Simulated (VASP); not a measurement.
# Os (P6_3/mmc) in VASP: single point with PBE

Aim: the single point of Os with PBE.

All numbers are computed with VASP 6.6.1; they aren't measurements. Logs are shortened: lines on timing, memory, paths and dates and some standing lists are left out, and cuts for length are marked.

**1. The cell of the first run**

The structure is hexagonal, space group P6_3/mmc (No. 194). The conventional cell has a = 2.754 Å, b = 2.754 Å, c = 4.349 Å, α = 90.00°, β = 90.00°, γ = 120.00°. Within 3.6 Å of Os (site symmetry -6m2) lie 12 Os at 2.69 to 2.75 Å.

**2. Single point, PBE**

INCAR

```
  PREC = Accurate
  ENCUT = 520
  EDIFF = 1E-6
  ISMEAR = -1
  SIGMA = 0.08
  LREAL = F
  LASPH = T
  NELM = 80
  ALGO = Normal
  ISIF = 2
  LWAVE = F
  LCHARG = F
  GGA = PE
  NBANDS = 15
```

KPOINTS

```
regular mesh
0
Gamma
  18 18 10
```

POSCAR

```
Os
1.0
    2.7536411952      0.0000000000      0.0000000000
   -1.3768205976      2.3847232280      0.0000000000
    0.0000000000      0.0000000000      4.3491200764
Os
2
Direct
    0.3333333333      0.6666666667      0.2500000000
    0.6666666667      0.3333333333      0.7500000000
```

Potentials or basis: VASP PAW PBE potentials, release 64 (Os).

Started as:

```sh
$ cat potpaw_PBE.64/Os/POTCAR > POTCAR
$ mpirun -np 1 vasp_std > vasp.out
```

OUTCAR:

```text
PREC = Accurate
   ENCUT = 520
   EDIFF = 1E-6
   ISMEAR = -1
   LREAL = F
   LASPH = T
   NELM = 80
   ISIF = 2
   GGA = PE

 ion  position               nearest neighbor table
   1  0.333  0.667  0.250-   2 2.69   2 2.69   2 2.69   2 2.69   2 2.69   2 2.69
   2  0.667  0.333  0.750-   1 2.69   1 2.69   1 2.69   1 2.69   1 2.69   1 2.69

  LATTYP: Found a hexagonal cell.
 ALAT       =     2.7536411952
 C/A-ratio  =     1.5794069627

  Lattice vectors:

 A1 = (   2.7536411952,   0.0000000000,   0.0000000000)
 A2 = (  -1.3768205976,   2.3847232280,   0.0000000000)
 A3 = (   0.0000000000,   0.0000000000,   4.3491200764)

Analysis of symmetry for initial positions (statically):
=====================================================================
 Subroutine PRICEL returns:
 Original cell was already a primitive cell.

 Routine SETGRP: Setting up the symmetry group for a
 hexagonal supercell.

 Subroutine GETGRP returns: Found 24 space group operations
 (whereof 12 operations were pure point group operations)
 out of a pool of 24 trial point group operations.

The static configuration has the point symmetry D_3d.
 The point group associated with its full space group is D_6h.

Analysis of symmetry for dynamics (positions and initial velocities):
=====================================================================
 Subroutine PRICEL returns:
 Original cell was already a primitive cell.

 Routine SETGRP: Setting up the symmetry group for a
 hexagonal supercell.

 Subroutine GETGRP returns: Found 24 space group operations
 (whereof 12 operations were pure point group operations)
 out of a pool of 24 trial point group operations.

The dynamic configuration has the point symmetry D_3d.
 The point group associated with its full space group is D_6h.

 Subroutine INISYM returns: Found 24 space group operations
 (whereof 12 operations are pure point group operations),
 and found     1 'primitive' translations

----------------------------------------------------------------------------------------

                                     Primitive cell

  volume of cell :      28.5592

  direct lattice vectors                    reciprocal lattice vectors
     2.753641195  0.000000000  0.000000000     0.363155520  0.209667937  0.000000000
    -1.376820598  2.384723228  0.000000000     0.000000000  0.419335874  0.000000000
     0.000000000  0.000000000  4.349120076     0.000000000  0.000000000  0.229931568

  length of vectors
     2.753641195  2.753641195  4.349120076     0.419335874  0.419335874  0.229931568

  position of ions in fractional coordinates (direct lattice)
     0.333333333  0.666666667  0.250000000
     0.666666667  0.333333333  0.750000000

  ion indices of the primitive-cell ions
   primitive index   ion index
                 1           1
                 2           2

----------------------------------------------------------------------------------------

 KPOINTS: regular mesh

Automatic generation of k-mesh.
 Grid dimensions read from file:
 generate k-points for:   18   18   10

 Generating k-lattice:

  Cartesian coordinates                     Fractional coordinates (reciprocal lattice)
     0.020175307  0.011648219  0.000000000     0.055555556  0.000000000  0.000000000
     0.000000000  0.023296437  0.000000000     0.000000000  0.055555556  0.000000000
     0.000000000  0.000000000  0.022993157     0.000000000  0.000000000  0.100000000

  Length of vectors
     0.023296437  0.023296437  0.022993157

  Shift w.r.t. Gamma in fractional coordinates (k-lattice)
     0.000000000  0.000000000  0.000000000

 Subroutine IBZKPT returns following result:
 ===========================================

 Found    222 irreducible k-points:

 Following reciprocal coordinates:
            Coordinates               Weight
  0.000000  0.000000  0.000000      1.000000
  0.055556  0.000000  0.000000      6.000000
  0.111111  0.000000  0.000000      6.000000
  0.166667  0.000000  0.000000      6.000000
  0.222222  0.000000  0.000000      6.000000
  0.277778  0.000000  0.000000      6.000000
[... 16 lines left out ...]
  0.333333  0.111111  0.000000     12.000000
  0.388889  0.111111  0.000000     12.000000
 [... further k-points ...]
   k-points           NKPTS =    222   k-points in BZ     NKDIM =    222   number of bands    NBANDS=     15
   number of dos      NEDOS =    301   number of ions     NIONS =      2
   total plane-waves  NPLWV =  12800
   dimension x,y,z NGX =    20 NGY =   20 NGZ =   32
   dimension x,y,z NGXF=    40 NGYF=   40 NGZF=   64
   ions per type =               2
   NGX,Y,Z   is equivalent  to a cutoff of  12.07, 12.07, 12.23 a.u.
   NGXF,Y,Z  is equivalent  to a cutoff of  24.15, 24.15, 24.46 a.u.
 SYSTEM =  unknown system
   PREC   = accura    normal or accurate (medium, high low for compatibility)
   ISTART =      0    job   : 0-new  1-cont  2-samecut
   ICHARG =      2    charge: 1-file 2-atom 10-const
   ISPIN  =      1    spin polarized calculation?
   LNONCOLLINEAR =      F non collinear calculations
   LSORBIT =      F    spin-orbit coupling
   LASPH  =      T    aspherical Exc in radial PAW
   ENCUT  =  520.0 eV  38.22 Ry    6.18 a.u.   5.12  5.12  8.09*2*pi/ulx,y,z
   NELM   =     80;   NELMIN=  2; NELMDL= -5     # of ELM steps
   EDIFF  = 0.1E-05   stopping-criterion for ELM
   LREAL  =      F    real-space projection
   EDIFFG = 0.1E-04   stopping-criterion for IOM
   NSW    =      0    number of steps for IOM
   IBRION =     -1    ionic relax: 0-MD 1-quasi-New 2-CG
   NFREE  =      0    steps in history (QN), initial steepest desc. (CG)
   ISIF   =      2    stress and relaxation
   ISYM   =      2    0-nonsym 1-usesym 2-fastsym
   POTIM  = 0.5000    time-step for ionic-motion
   TEBEG  =    0.0;   TEEND  =   0.0 temperature during run
   PSTRESS=    0.0 pullay stress
   NELECT =      16.0000    total number of electrons
   NUPDOWN=      -1.0000    fix difference up-down
   EMIN   =  10.00;   EMAX   =-10.00  energy-range for DOS
   EFERMI =   0.00;   METHOD = LEGACY
   ISMEAR =    -1;   SIGMA  =   0.08  broadening in eV -4-tet -1-fermi 0-gaus
   EFERMI_NEDOS =   21; number of points for ismear=-14 and -15
   IALGO  =     38    algorithm
   IMIX   =      4    mixing-type and parameters
     AMIX     =   0.40;   BMIX     =  1.00
     AMIX_MAG =   1.60;   BMIX_MAG =  1.00
  volume/ion in A,a.u.               =      14.28        96.36
  Fermi-wavevector in a.u.,A,eV,Ry     =   1.349582  2.550340 24.781261  1.821371
  Thomas-Fermi vector in A             =   2.477157
   LORBIT       =      0    0 simple, 1 ext, 2 COOP (PROOUT), +10 PAW based schemes
   GGA     = PE    functional components
   LHFCALC =     F    Hartree Fock is set to
   AEXX    =    0.0000 exact exchange contribution
   IVDW    =     0    specifies the selected vdW correction
   LEPSILON=     F    determine dielectric tensor
   LRPA    =     F    only Hartree local field effects (RPA)
 non-spin polarized calculation
  energy-cutoff  :      520.00
  volume of cell :       28.56
 maximum number of plane-waves:       786
   NGX = 11   NGY = 11   NGZ = 17

 number of electron      15.9999999 magnetization

 Free energy of the ion-electron system (eV)
  ---------------------------------------------------
  ext. energy  EPLUGINS =         0.00000000
  ---------------------------------------------------
  free energy    TOTEN  =       -22.51041989 eV

  energy without entropy =      -22.48161632  energy(sigma->0) =      -22.49601811

 E-fermi :   9.1671     XC(G=0): -13.9394

 val. band max:        9.1629443549   @ k =   0.2778   0.0000   0.1000
 cond. band min:       9.1683656209   @ k =   0.1667   0.1111   0.3000
 fundamental gap:      0.0054212661
 Fermi energy:         9.1670946567

 k-point     1 :       0.0000    0.0000    0.0000
  band No.  band energies     occupation
      1      -1.5990      2.00000
      2       1.5598      2.00000
      3       6.1937      2.00000
      4       6.1937      2.00000
      5       6.4438      2.00000
      6       7.0076      2.00000
      7       7.0076      2.00000
      8       7.6371      2.00000
      9       7.6371      2.00000
     10       9.1872      0.87525
     11      10.7921      0.00000
     12      10.7921      0.00000
     13      17.9907      0.00000
     14      23.1969      0.00000
     15      25.8921      0.00000

 k-point     2 :       0.0556    0.0000    0.0000
  band No.  band energies     occupation
      1      -1.4764      2.00000
      2       1.6691      2.00000
      3       5.9159      2.00000
      4       6.3009      2.00000
      5       6.6884      2.00000
      6       6.9342      2.00000
      7       7.1076      2.00000
      8       7.4919      2.00000
      9       7.5497      2.00000
     10       8.5932      1.99847
     11      10.8525      0.00000
     12      11.5652      0.00000
     13      17.9805      0.00000
     14      23.4487      0.00000
     15      26.0524      0.00000

 k-point     3 :       0.1111    0.0000    0.0000
  band No.  band energies     occupation
      1      -1.1185      2.00000
      2       1.9754      2.00000
      3       5.5065      2.00000
      4       6.6183      2.00000
      5       6.7076      2.00000
      6       6.9038      2.00000
      7       7.0717      2.00000
      8       7.3183      2.00000
      9       7.4027      2.00000
     10       7.9672      2.00000
     11      11.0060      0.00000
     12      12.8885      0.00000
     13      17.9329      0.00000
     14      24.1284      0.00000
     15      26.4719      0.00000

 k-point     4 :       0.1667    0.0000    0.0000
  band No.  band energies     occupation
      1      -0.5569      2.00000
      2       2.3992      2.00000
      3       5.1154      2.00000
      4       5.9994      2.00000
      5       6.4467      2.00000
      6       7.0057      2.00000
      7       7.1330      2.00000
      8       7.5172      2.00000
      9       7.6381      2.00000
     10       7.8780      2.00000
     11      11.1972      0.00000
     12      14.3239      0.00000
     13      17.8212      0.00000
     14      24.7851      0.00000
     15      26.6568      0.00000
[... 307 lines left out ...]
 k-point    22 :       0.2778    0.1111    0.0000
  band No.  band energies     occupation
      1       1.8909      2.00000
      2       2.9887      2.00000
      3       3.6550      2.00000
      4       4.8356      2.00000
      5       5.8104      2.00000
      6       6.5636      2.00000
      7       7.0094      2.00000
      8       9.0949      1.42315
      9       9.9733      0.00008
     10      10.9485      0.00000
     11      11.4943      0.00000
     12      17.4947      0.00000
     13      19.1177      0.00000
     14      19.7220      0.00000
     15      21.8791      0.00000

 k-point    23 :       0.3333    0.1111    0.0000
  band No.  band energies     occupation
      1       2.3370      2.00000
      2       2.7596      2.00000
      3       3.2343      2.00000
      4       5.2745      2.00000
      5       5.7004      2.00000
      6       6.7703      2.00000
      7       6.9733      2.00000
      8       9.8988      0.00021
      9      10.6709      0.00000
     10      11.5457      0.00000
     11      11.9545      0.00000
     12      17.4514      0.00000
     13      18.0660      0.00000
     14      20.2991      0.00000
     15      20.5448      0.00000

 k-point    24 :       0.3889    0.1111    0.0000
  band No.  band energies     occupation
      1       2.5204      2.00000
      2       2.6223      2.00000
      3       2.9764      2.00000
      4       5.6479      2.00000
      5       5.7127      2.00000
      6       6.6020      2.00000
      7       7.2874      2.00000
      8      10.6888      0.00000
      9      11.1041      0.00000
     10      11.5743      0.00000
     11      12.9419      0.00000
     12      15.9110      0.00000
     13      18.4072      0.00000
     14      19.5197      0.00000
     15      21.1661      0.00000

 [... further k-points ...]
[... 5 lines left out ...]
  --------------------------------------------------------------------------------------
  -------------------------------------------------------------------------------------
  Total       -0.0211670     -0.0211670     -0.0406351      0.0000000     -0.0000000      0.0000000
  in kB       -1.1874703     -1.1874703     -2.2796316      0.0000000     -0.0000000      0.0000000
  external PRESSURE =      -1.5515241 kB  Pullay stress =       0.0000000 kB

 VOLUME and BASIS-vectors are now :
 -----------------------------------------------------------------------------
  energy-cutoff  :      520.00
  volume of cell :       28.56
      direct lattice vectors                 reciprocal lattice vectors
     2.753641195  0.000000000  0.000000000     0.363155520  0.209667937  0.000000000
    -1.376820598  2.384723228  0.000000000     0.000000000  0.419335874  0.000000000
     0.000000000  0.000000000  4.349120076     0.000000000  0.000000000  0.229931568

 POSITION                                       TOTAL-FORCE (eV/Angst)
 -----------------------------------------------------------------------------------
     -0.00000      1.58982      1.08728        -0.000000      0.000000      0.000000
      1.37682      0.79491      3.26184         0.000000      0.000000      0.000000
 -----------------------------------------------------------------------------------
    total drift:                               -0.000000      0.000000     -0.000000

  FREE ENERGIE OF THE ION-ELECTRON SYSTEM (eV)
  ---------------------------------------------------
  free  energy   TOTEN  =       -22.5104198948 eV

  energy  without entropy=      -22.4816163228  energy(sigma->0) =      -22.49601811
```

Run time: 62 s. Hardware: 1 thread of Intel Xeon Platinum 8259CL at 2.50GHz (Skylake/Cascade Lake), shared host; peak memory 0.2 GiB.

What came out:

```yaml
Free_energy: -22.5104 eV
Pressure: -0.2 GPa
Band_gap_on_the_k_mesh: zero (band 8 reaches 11.12 eV, above the bottom of band 9 at 7.32 eV)
```

Stress tensor (GPa, compression positive):
```
-0.12  0.00  0.00
 0.00 -0.12  0.00
 0.00  0.00 -0.23
```

Levels at points of the mesh, in eV from the Fermi level:
| k point | band 6 | band 7 | band 8 | band 9 | band 10 | band 11 |
| --- | --- | --- | --- | --- | --- | --- |
| (0.00, 0.00, 0.00) | -2.16 | -2.16 | -1.53 | -1.53 | 0.02 | 1.63 |
| (0.50, 0.00, 0.00) | -2.51 | -1.84 | 1.95 | 2.49 | 2.61 | 4.27 |
| (0.00, 0.00, 0.50) | -3.16 | -3.16 | -3.16 | 0.85 | 0.85 | 0.85 |
| (0.50, 0.00, 0.50) | -1.18 | -0.17 | -0.17 | 2.28 | 2.28 | 3.20 |

Caveat: spin-orbit coupling is left out, which moves the levels of the heavy elements.
